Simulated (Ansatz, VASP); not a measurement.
## TaBe2: VASP beside Ansatz

The input INCAR:

```
SYSTEM = TaBe2
PREC = Accurate
ENCUT = 520
EDIFF = 1E-7
ISMEAR = 1
SIGMA = 0.05
LREAL = .False.
LASPH = .True.
NELM = 80
ALGO = Normal
ISIF = 2
LWAVE = .False.
LCHARG = .True.
LELF = .True.
LVHAR = .True.
NBANDS = 24
```

Contents of KPOINTS:

```
regular mesh
0
Gamma
  6 6 6
  0 0 0
```

POSCAR

```
TaBe2
1.0
    0.0000000000      3.2987112555      3.2987112555
    3.2987112555      0.0000000000      3.2987112555
    3.2987112555      3.2987112555      0.0000000000
Ta Be
2 4
Direct
    0.7500000000      0.7500000000      0.7500000000
    0.5000000000      0.5000000000      0.5000000000
    0.1250000000      0.6250000000      0.1250000000
    0.1250000000      0.1250000000      0.6250000000
    0.6250000000      0.1250000000      0.1250000000
    0.1250000000      0.1250000000      0.1250000000
```

Input for Ansatz:

```yaml
crystal:
  lattice:
    - [0.0, 3.298711255478385, 3.298711255478385]
    - [3.298711255478385, 0.0, 3.298711255478385]
    - [3.298711255478385, 3.298711255478385, 0.0]
  atoms:
    - { symbol: Ta, position: [0.75, 0.75, 0.75] }
    - { symbol: Ta, position: [0.5, 0.5, 0.5] }
    - { symbol: Be, position: [0.125, 0.625, 0.125] }
    - { symbol: Be, position: [0.125, 0.125, 0.625] }
    - { symbol: Be, position: [0.625, 0.125, 0.125] }
    - { symbol: Be, position: [0.125, 0.125, 0.125] }
basis:
  ecutwfc: 420.0
kpoints:
  mp_grid:
    grid: [6, 6, 6]
hamiltonian:
  xc: lda
scf:
  occupations:
    method: cold
    width: 0.05
output:
  stress: true
```

Alike in both runs: task single point; functional LDA; k mesh 6 × 6 × 6; no spin polarisation.

|  | VASP | Ansatz |
| --- | --- | --- |
| version | VASP 6.6.1 | Ansatz 0.2.0 |
| potentials or method | VASP PAW LDA potentials, release 64 (Ta_pv, Be), cutoff 520 eV | plane waves, PAW |
| occupations | methfessel-paxton of order 1, width 0.05 eV | cold, width 0.05 eV |
| valence electrons in the cell | 30 | 34 |

```tsv
	VASP	Ansatz	Ansatz less VASP
pressure (GPa)	-12.5	-13.2	-0.66
```

LDA's correlation is that of Perdew and Zunger in VASP and of Perdew and Wang (1992) in Ansatz. VASP's potentials hold 30 valence electrons a cell and Ansatz's 34, so a difference there can come from the potentials and not from the codes.

Neither program's run includes spin-orbit coupling.
